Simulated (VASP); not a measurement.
O:

```
O
1.0
     2.85140   -1.66242    0.00000
     2.85140    1.66242    0.00000
    -2.39449    0.00000    3.64705
O
2
Direct
  0.02545 0.02545 0.15557
  0.97455 0.97455 0.84443
```

Base run:

* Program: VASP 6.6.1
* Functional: PBE
* Potentials or basis: VASP PAW PBE potentials, release 64 (O)
* Cutoff: 520 eV
* k mesh: 10 × 10 × 8
* Occupations: fermi-dirac, width 0.05 eV
* Spin: no spin polarisation

Its results: band gap on the k mesh zero (band 6 reaches -1.71 eV, above the bottom of band 7 at -1.95 eV); pressure -0.2 GPa; largest force 0.855 eV/Å.

The run is repeated on the same cell with these changes: spin from no spin polarisation to collinear spin, ferromagnetic start; further incar settings from ALGO = Normal; EDIFF = 1e-07; NBANDS = 13 to ALGO = Normal; EDIFF = 1e-06; NBANDS = 17. What comes out?

Band gap on the k mesh 1.29 eV, indirect (least direct gap 1.50 eV); pressure 2.5 GPa; net moment 2.00 μB per cell; site moments O +0.81 μB; largest force 0.747 eV/Å.

Caveats: the standard files for N, O and F lose accuracy on very short bonds; spin is off for a triplet molecule (some runs).

A k mesh can miss the band edges.
